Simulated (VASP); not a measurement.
# Ir3Rh (Pm-3m) in VASP: a series of runs

The runs below take Ir3Rh through single point, with LDA.

All numbers are computed with VASP 6.6.1; they aren't measurements. Logs are shortened: lines on timing, memory, paths and dates and some standing lists are left out, and cuts for length are marked.

**1. The cell of the first run**

It takes space group Pm-3m (No. 221, cubic). Conventional cell: a = 3.840 Å, b = 3.840 Å, c = 3.840 Å, α = 90.00°, β = 90.00°, γ = 90.00°. Ir (site symmetry 4/mmm) has 8 Ir at 2.72 Å and 4 Rh at 2.72 Å within 3.6 Å. Rh (site symmetry m-3m) has 12 Ir at 2.72 Å within 3.6 Å.

**2. Single point, LDA**

File INCAR:

```
SYSTEM = Ir3Rh
PREC = Accurate
ENCUT = 520
EDIFF = 1E-7
ISMEAR = 1
SIGMA = 0.1
LREAL = .False.
LASPH = .True.
NELM = 80
ALGO = Normal
ISIF = 2
LWAVE = .False.
LCHARG = .False.
NBANDS = 29
```

File KPOINTS:

```
Automatic mesh
0
Gamma
  4 4 4
  0 0 0
```

File POSCAR:

```
Ir3Rh
1.0
    3.8403360000      0.0000000000      0.0000000000
    0.0000000000      3.8403360000      0.0000000000
    0.0000000000      0.0000000000      3.8403360000
Ir Rh
3 1
Direct
    0.5000000000      0.0000000000      0.5000000000
    0.0000000000      0.5000000000      0.5000000000
    0.5000000000      0.5000000000      0.0000000000
    0.0000000000      0.0000000000      0.0000000000
```

Potentials or basis: VASP PAW LDA potentials, release 64 (Ir, Rh_pv).

The run is started by

```console
> cat potpaw_LDA.64/Ir/POTCAR potpaw_LDA.64/Rh_pv/POTCAR > POTCAR
> mpirun -np 1 vasp_std > vasp.out
```

OUTCAR:

```text
SYSTEM = Ir3Rh
   PREC = Accurate
   ENCUT = 520
   EDIFF = 1E-7
   ISMEAR = 1
   LREAL = .False.
   LASPH = .True.
   NELM = 80
   ISIF = 2

 ion  position               nearest neighbor table
   1  0.500  0.000  0.500-   2 2.72   3 2.72   4 2.72   3 2.72   4 2.72   2 2.72   3 2.72   3 2.72
                             2 2.72   4 2.72   4 2.72   2 2.72
   2  0.000  0.500  0.500-   1 2.72   3 2.72   4 2.72   3 2.72   4 2.72   1 2.72   4 2.72   4 2.72
                             1 2.72   3 2.72   3 2.72   1 2.72
   3  0.500  0.500  0.000-   1 2.72   2 2.72   4 2.72   1 2.72   2 2.72   1 2.72   4 2.72   1 2.72
                             2 2.72   4 2.72   2 2.72   4 2.72
   4  0.000  0.000  0.000-   1 2.72   2 2.72   3 2.72   1 2.72   2 2.72   2 2.72   3 2.72   2 2.72
                             1 2.72   3 2.72   1 2.72   3 2.72

  LATTYP: Found a simple cubic cell.
 ALAT       =     3.8403360000

  Lattice vectors:

 A1 = (   3.8403360000,   0.0000000000,   0.0000000000)
 A2 = (   0.0000000000,   3.8403360000,   0.0000000000)
 A3 = (   0.0000000000,   0.0000000000,   3.8403360000)

Analysis of symmetry for initial positions (statically):
=====================================================================
 Subroutine PRICEL returns:
 Original cell was already a primitive cell.

 Routine SETGRP: Setting up the symmetry group for a
 simple cubic supercell.

 Subroutine GETGRP returns: Found 48 space group operations
 (whereof 48 operations were pure point group operations)
 out of a pool of 48 trial point group operations.

The static configuration has the point symmetry O_h .

Analysis of symmetry for dynamics (positions and initial velocities):
=====================================================================
 Subroutine PRICEL returns:
 Original cell was already a primitive cell.

 Routine SETGRP: Setting up the symmetry group for a
 simple cubic supercell.

 Subroutine GETGRP returns: Found 48 space group operations
 (whereof 48 operations were pure point group operations)
 out of a pool of 48 trial point group operations.

The dynamic configuration has the point symmetry O_h .

 Subroutine INISYM returns: Found 48 space group operations
 (whereof 48 operations are pure point group operations),
 and found     1 'primitive' translations

----------------------------------------------------------------------------------------

                                     Primitive cell

  volume of cell :      56.6380

  direct lattice vectors                    reciprocal lattice vectors
     3.840336000  0.000000000  0.000000000     0.260393882  0.000000000  0.000000000
     0.000000000  3.840336000  0.000000000     0.000000000  0.260393882  0.000000000
     0.000000000  0.000000000  3.840336000     0.000000000  0.000000000  0.260393882

  length of vectors
     3.840336000  3.840336000  3.840336000     0.260393882  0.260393882  0.260393882

  position of ions in fractional coordinates (direct lattice)
     0.500000000  0.000000000  0.500000000
     0.000000000  0.500000000  0.500000000
     0.500000000  0.500000000  0.000000000
     0.000000000  0.000000000  0.000000000

  ion indices of the primitive-cell ions
   primitive index   ion index
                 1           1
                 2           2
                 3           3
                 4           4

----------------------------------------------------------------------------------------

 KPOINTS: Automatic mesh

Automatic generation of k-mesh.
 Grid dimensions read from file:
 generate k-points for:    4    4    4

 Generating k-lattice:

  Cartesian coordinates                     Fractional coordinates (reciprocal lattice)
     0.065098471  0.000000000  0.000000000     0.250000000  0.000000000  0.000000000
     0.000000000  0.065098471  0.000000000     0.000000000  0.250000000  0.000000000
     0.000000000  0.000000000  0.065098471     0.000000000  0.000000000  0.250000000

  Length of vectors
     0.065098471  0.065098471  0.065098471

  Shift w.r.t. Gamma in fractional coordinates (k-lattice)
     0.000000000  0.000000000  0.000000000

 Subroutine IBZKPT returns following result:
 ===========================================

 Found     10 irreducible k-points:

 Following reciprocal coordinates:
            Coordinates               Weight
  0.000000  0.000000  0.000000      1.000000
  0.250000  0.000000  0.000000      6.000000
  0.500000  0.000000  0.000000      3.000000
  0.250000  0.250000  0.000000     12.000000
  0.500000  0.250000  0.000000     12.000000
  0.500000  0.500000  0.000000      3.000000
  0.250000  0.250000  0.250000      8.000000
  0.500000  0.250000  0.250000     12.000000
  0.500000  0.500000  0.250000      6.000000
  0.500000  0.500000  0.500000      1.000000
   k-points           NKPTS =     10   k-points in BZ     NKDIM =     10   number of bands    NBANDS=     29
   number of dos      NEDOS =    301   number of ions     NIONS =      4
   total plane-waves  NPLWV =  27000
   dimension x,y,z NGX =    30 NGY =   30 NGZ =   30
   dimension x,y,z NGXF=    60 NGYF=   60 NGZF=   60
   ions per type =               3   1
   NGX,Y,Z   is equivalent  to a cutoff of  12.99, 12.99, 12.99 a.u.
   NGXF,Y,Z  is equivalent  to a cutoff of  25.97, 25.97, 25.97 a.u.
 SYSTEM =  Ir3Rh
   PREC   = accura    normal or accurate (medium, high low for compatibility)
   ISTART =      0    job   : 0-new  1-cont  2-samecut
   ICHARG =      2    charge: 1-file 2-atom 10-const
   ISPIN  =      1    spin polarized calculation?
   LNONCOLLINEAR =      F non collinear calculations
   LSORBIT =      F    spin-orbit coupling
   LASPH  =      T    aspherical Exc in radial PAW
   ENCUT  =  520.0 eV  38.22 Ry    6.18 a.u.   7.14  7.14  7.14*2*pi/ulx,y,z
   NELM   =     80;   NELMIN=  2; NELMDL= -5     # of ELM steps
   EDIFF  = 0.1E-06   stopping-criterion for ELM
   LREAL  =      F    real-space projection
   EDIFFG = 0.1E-05   stopping-criterion for IOM
   NSW    =      0    number of steps for IOM
   IBRION =     -1    ionic relax: 0-MD 1-quasi-New 2-CG
   NFREE  =      0    steps in history (QN), initial steepest desc. (CG)
   ISIF   =      2    stress and relaxation
   ISYM   =      2    0-nonsym 1-usesym 2-fastsym
   POTIM  = 0.5000    time-step for ionic-motion
   TEBEG  =    0.0;   TEEND  =   0.0 temperature during run
   PSTRESS=    0.0 pullay stress
   NELECT =      42.0000    total number of electrons
   NUPDOWN=      -1.0000    fix difference up-down
   EMIN   =  10.00;   EMAX   =-10.00  energy-range for DOS
   EFERMI =   0.00;   METHOD = LEGACY
   ISMEAR =     1;   SIGMA  =   0.10  broadening in eV -4-tet -1-fermi 0-gaus
   EFERMI_NEDOS =   21; number of points for ismear=-14 and -15
   IALGO  =     38    algorithm
   IMIX   =      4    mixing-type and parameters
     AMIX     =   0.40;   BMIX     =  1.00
     AMIX_MAG =   1.60;   BMIX_MAG =  1.00
  volume/ion in A,a.u.               =      14.16        95.55
  Fermi-wavevector in a.u.,A,eV,Ry     =   1.481797  2.800190 29.874615  2.195722
  Thomas-Fermi vector in A             =   2.595663
   LORBIT       =      0    0 simple, 1 ext, 2 COOP (PROOUT), +10 PAW based schemes
   GGA     = CA    functional components
   LHFCALC =     F    Hartree Fock is set to
   AEXX    =    0.0000 exact exchange contribution
   IVDW    =     0    specifies the selected vdW correction
   LEPSILON=     F    determine dielectric tensor
   LRPA    =     F    only Hartree local field effects (RPA)
 non-spin polarized calculation
 Methfessel and Paxton  Order N= 1 SIGMA  =   0.10
  energy-cutoff  :      520.00
  volume of cell :       56.64
 maximum number of plane-waves:      1568
 NGX is ok and might be reduce to    30
   NGX = 15   NGY = 15   NGZ = 15

 number of electron      42.0000011 magnetization

 Free energy of the ion-electron system (eV)
  ---------------------------------------------------
  ext. energy  EPLUGINS =         0.00000000
  ---------------------------------------------------
  free energy    TOTEN  =       -39.27596401 eV

  energy without entropy =      -39.26828695  energy(sigma->0) =      -39.27340499

 E-fermi :  10.5773     XC(G=0): -14.1491

 val. band max:       10.5607631332   @ k =   0.2500   0.2500   0.0000
 cond. band min:      10.6142454059   @ k =   0.5000   0.2500   0.2500
 fundamental gap:      0.0534822727
 Fermi energy:        10.5772576381

 k-point     1 :       0.0000    0.0000    0.0000
  band No.  band energies     occupation
      1     -36.2666      2.00000
      2     -36.2666      2.00000
      3     -36.2666      2.00000
      4       0.1363      2.00000
      5       2.9737      2.00000
      6       3.1533      2.00000
[... 21 lines left out ...]
     28      20.8057      0.00000
     29      20.8057      0.00000

 k-point     2 :       0.2500    0.0000    0.0000
  band No.  band energies     occupation
      1     -36.2723      2.00000
      2     -36.2678      2.00000
      3     -36.2678      2.00000
      4       1.0032      2.00000
      5       3.4403      2.00000
      6       3.6416      2.00000
[... 21 lines left out ...]
     28      19.5478      0.00000
     29      20.3135      0.00000

 k-point     3 :       0.5000    0.0000    0.0000
  band No.  band energies     occupation
      1     -36.2780      2.00000
      2     -36.2690      2.00000
      3     -36.2690      2.00000
      4       2.6246      2.00000
      5       3.4368      2.00000
      6       4.4693      2.00000
[... 21 lines left out ...]
     28      19.3407      0.00000
     29      19.7632      0.00000

 k-point     4 :       0.2500    0.2500    0.0000
  band No.  band energies     occupation
      1     -36.2735      2.00000
      2     -36.2706      2.00000
      3     -36.2690      2.00000
      4       1.7638      2.00000
      5       3.9805      2.00000
      6       4.1224      2.00000
[... 149 lines left out ...]
     28      17.0685      0.00000
     29      17.9715      0.00000

 k-point     9 :       0.5000    0.5000    0.2500
  band No.  band energies     occupation
      1     -36.2726      2.00000
      2     -36.2726      2.00000
      3     -36.2711      2.00000
      4       3.3557      2.00000
      5       3.3557      2.00000
      6       3.3968      2.00000
[... 21 lines left out ...]
     28      19.0546      0.00000
     29      19.0603      0.00000

 k-point    10 :       0.5000    0.5000    0.5000
  band No.  band energies     occupation
      1     -36.2708      2.00000
      2     -36.2708      2.00000
      3     -36.2708      2.00000
      4       2.8015      2.00000
      5       2.8015      2.00000
      6       2.8015      2.00000
[... 21 lines left out ...]
     28      17.5057      0.00000
     29      17.5057      0.00000

------------------------ aborting loop because EDIFF is reached ----------------------------------------

  FORCE on cell =-STRESS in cart. coord.  units (eV):
  Direction    XX          YY          ZZ          XY          YZ          ZX
  --------------------------------------------------------------------------------------
  -------------------------------------------------------------------------------------
  Total       -3.1616484     -3.1616484     -3.1616484      0.0000000     -0.0000000      0.0000000
  in kB      -89.4368471    -89.4368471    -89.4368471      0.0000000     -0.0000000      0.0000000
  external PRESSURE =     -89.4368471 kB  Pullay stress =       0.0000000 kB

 VOLUME and BASIS-vectors are now :
 -----------------------------------------------------------------------------
  energy-cutoff  :      520.00
  volume of cell :       56.64
      direct lattice vectors                 reciprocal lattice vectors
     3.840336000  0.000000000  0.000000000     0.260393882  0.000000000  0.000000000
     0.000000000  3.840336000  0.000000000     0.000000000  0.260393882  0.000000000
     0.000000000  0.000000000  3.840336000     0.000000000  0.000000000  0.260393882

 POSITION                                       TOTAL-FORCE (eV/Angst)
 -----------------------------------------------------------------------------------
      1.92017      0.00000      1.92017         0.000000      0.000000      0.000000
      0.00000      1.92017      1.92017         0.000000      0.000000      0.000000
      1.92017      1.92017      0.00000         0.000000      0.000000      0.000000
      0.00000      0.00000      0.00000         0.000000      0.000000      0.000000
 -----------------------------------------------------------------------------------
    total drift:                                0.000000      0.000000     -0.000000

  FREE ENERGIE OF THE ION-ELECTRON SYSTEM (eV)
  ---------------------------------------------------
  free  energy   TOTEN  =       -39.2759640054 eV

  energy  without entropy=      -39.2682869543  energy(sigma->0) =      -39.27340499
```

Run time: 9.1 s. Hardware: 1 thread of Intel Xeon 6975P-C (Granite Rapids), shared host; peak memory 0.15 GiB.

What came out:

* Free energy: -39.2760 eV
* Pressure: -8.9 GPa
* Band gap on the k mesh: zero (band 21 reaches 11.55 eV, above the bottom of band 22 at 9.22 eV)

Caveat: the k points lie up to 0.41 Å⁻¹ apart; spin-orbit coupling is left out, which moves the levels of the heavy elements.

**3. Single point, LDA**

File INCAR:

```
  ALGO = Normal
  EDIFF = 1E-7
  ENCUT = 520
  ISIF = 2
  ISMEAR = 1
  LASPH = T
  LCHARG = T
  LELF = T
  LREAL = F
  LVHAR = T
  LWAVE = F
  NBANDS = 29
  NELM = 100
  PREC = Accurate
  SIGMA = 0.1
```

File KPOINTS:

```
k-points
0
Gamma
  4 4 4
```

POSCAR is that of step 2.

Potentials or basis: VASP PAW LDA potentials, release 64 (Ir, Rh_pv).

The run is started by

```console
> cat potpaw_LDA.64/Ir/POTCAR potpaw_LDA.64/Rh_pv/POTCAR > POTCAR
> mpirun -np 1 vasp_std > vasp.out
```

OUTCAR:

```text
EDIFF = 1E-7
   ENCUT = 520
   ISIF = 2
   ISMEAR = 1
   LASPH = T
   LREAL = F
   NELM = 100
   PREC = Accurate

 ion  position               nearest neighbor table
   1  0.500  0.000  0.500-   2 2.72   3 2.72   4 2.72   3 2.72   4 2.72   2 2.72   3 2.72   3 2.72
                             2 2.72   4 2.72   4 2.72   2 2.72
   2  0.000  0.500  0.500-   1 2.72   3 2.72   4 2.72   3 2.72   4 2.72   1 2.72   4 2.72   4 2.72
                             1 2.72   3 2.72   3 2.72   1 2.72
   3  0.500  0.500  0.000-   1 2.72   2 2.72   4 2.72   1 2.72   2 2.72   1 2.72   4 2.72   1 2.72
                             2 2.72   4 2.72   2 2.72   4 2.72
   4  0.000  0.000  0.000-   1 2.72   2 2.72   3 2.72   1 2.72   2 2.72   2 2.72   3 2.72   2 2.72
                             1 2.72   3 2.72   1 2.72   3 2.72

  LATTYP: Found a simple cubic cell.
 ALAT       =     3.8403360000

  Lattice vectors:

 A1 = (   3.8403360000,   0.0000000000,   0.0000000000)
 A2 = (   0.0000000000,   3.8403360000,   0.0000000000)
 A3 = (   0.0000000000,   0.0000000000,   3.8403360000)

Analysis of symmetry for initial positions (statically):
[... 164 lines left out ...]

 val. band max:       10.5607631332   @ k =   0.2500   0.2500   0.0000
 cond. band min:      10.6142454059   @ k =   0.5000   0.2500   0.2500
 fundamental gap:      0.0534822727
 Fermi energy:        10.5772576381

 k-point     1 :       0.0000    0.0000    0.0000
  band No.  band energies     occupation
      1     -36.2666      2.00000
      2     -36.2666      2.00000
      3     -36.2666      2.00000
      4       0.1363      2.00000
      5       2.9737      2.00000
      6       3.1533      2.00000
[... 309 lines left out ...]
     28      17.5057      0.00000
     29      17.5057      0.00000

------------------------ aborting loop because EDIFF is reached ----------------------------------------

  FORCE on cell =-STRESS in cart. coord.  units (eV):
  Direction    XX          YY          ZZ          XY          YZ          ZX
  --------------------------------------------------------------------------------------
  -------------------------------------------------------------------------------------
  Total       -3.1616484     -3.1616484     -3.1616484      0.0000000     -0.0000000      0.0000000
  in kB      -89.4368471    -89.4368471    -89.4368471      0.0000000     -0.0000000      0.0000000
  external PRESSURE =     -89.4368471 kB  Pullay stress =       0.0000000 kB

 VOLUME and BASIS-vectors are now :
 -----------------------------------------------------------------------------
  energy-cutoff  :      520.00
  volume of cell :       56.64
      direct lattice vectors                 reciprocal lattice vectors
     3.840336000  0.000000000  0.000000000     0.260393882  0.000000000  0.000000000
     0.000000000  3.840336000  0.000000000     0.000000000  0.260393882  0.000000000
     0.000000000  0.000000000  3.840336000     0.000000000  0.000000000  0.260393882

 POSITION                                       TOTAL-FORCE (eV/Angst)
 -----------------------------------------------------------------------------------
      1.92017      0.00000      1.92017         0.000000      0.000000      0.000000
      0.00000      1.92017      1.92017         0.000000      0.000000      0.000000
      1.92017      1.92017      0.00000         0.000000      0.000000      0.000000
      0.00000      0.00000      0.00000         0.000000      0.000000      0.000000
 -----------------------------------------------------------------------------------
    total drift:                                0.000000      0.000000     -0.000000

  FREE ENERGIE OF THE ION-ELECTRON SYSTEM (eV)
  ---------------------------------------------------
  free  energy   TOTEN  =       -39.2759640054 eV

  energy  without entropy=      -39.2682869543  energy(sigma->0) =      -39.27340499
```

OSZICAR:

```text
N       E                     dE             d eps       ncg     rms          rms(c)
DAV:   1     0.470099755409E+03    0.47010E+03   -0.21096E+04   612   0.152E+03
DAV:   2    -0.181722011026E+02   -0.48827E+03   -0.46972E+03   585   0.478E+02
DAV:   3    -0.411686132208E+02   -0.22996E+02   -0.21164E+02   656   0.112E+02
DAV:   4    -0.418164297322E+02   -0.64782E+00   -0.64379E+00   630   0.188E+01
DAV:   5    -0.418361561205E+02   -0.19726E-01   -0.19719E-01   750   0.307E+00    0.285E+01
DAV:   6    -0.396054436241E+02    0.22307E+01   -0.41428E+00   666   0.195E+01    0.107E+01
DAV:   7    -0.394029674729E+02    0.20248E+00   -0.11401E+00   640   0.931E+00    0.396E+00
DAV:   8    -0.392948332870E+02    0.10813E+00   -0.25010E-01   723   0.623E+00    0.245E+00
DAV:   9    -0.392762668181E+02    0.18566E-01   -0.21019E-02   635   0.137E+00    0.156E-01
DAV:  10    -0.392759653844E+02    0.30143E-03   -0.16395E-03   674   0.440E-01    0.601E-02
DAV:  11    -0.392759664817E+02   -0.10973E-05   -0.68340E-05   754   0.821E-02    0.332E-02
DAV:  12    -0.392759642216E+02    0.22601E-05   -0.15972E-05   696   0.476E-02    0.637E-03
DAV:  13    -0.392759640223E+02    0.19931E-06   -0.91219E-07   700   0.110E-02    0.179E-03
DAV:  14    -0.392759640054E+02    0.16862E-07   -0.59467E-08   355   0.201E-03
   1 F= -.39275964E+02 E0= -.39273405E+02  d E =-.767705E-02
```

Wall time 9.1 s (1 thread of Intel Xeon 6975P-C (Granite Rapids), shared host); peak memory 0.15 GiB.

Results:

```yaml
Free_energy: -39.2760 eV
Pressure: -8.9 GPa
Band_gap_on_the_k_mesh: zero (band 21 reaches 11.55 eV, above the bottom of band 22 at 9.22 eV)
```

Levels at points of the mesh, in eV from the Fermi level:
| k point | band 17 | band 18 | band 19 | band 20 | band 21 | band 22 | band 23 | band 24 | band 25 | band 26 |
| --- | --- | --- | --- | --- | --- | --- | --- | --- | --- | --- |
| (0.00, 0.00, 0.00) | 0.59 | 0.96 | 0.96 | 0.96 | 0.97 | 1.48 | 1.48 | 1.48 | 2.02 | 2.02 |
| (0.50, 0.00, 0.00) | -1.94 | -1.79 | -1.79 | -1.69 | -1.65 | -0.48 | -0.16 | 0.95 | 1.49 | 8.36 |
| (0.50, 0.50, 0.00) | -2.34 | -2.34 | -2.31 | -1.51 | -1.51 | -1.36 | -1.22 | 2.19 | 2.95 | 2.95 |
| (0.50, 0.50, 0.50) | -0.35 | -0.35 | -0.35 | 0.52 | 0.52 | 0.52 | 0.61 | 0.61 | 0.94 | 0.94 |

Caveat: the k points lie up to 0.41 Å⁻¹ apart; spin-orbit coupling is left out, which moves the levels of the heavy elements.
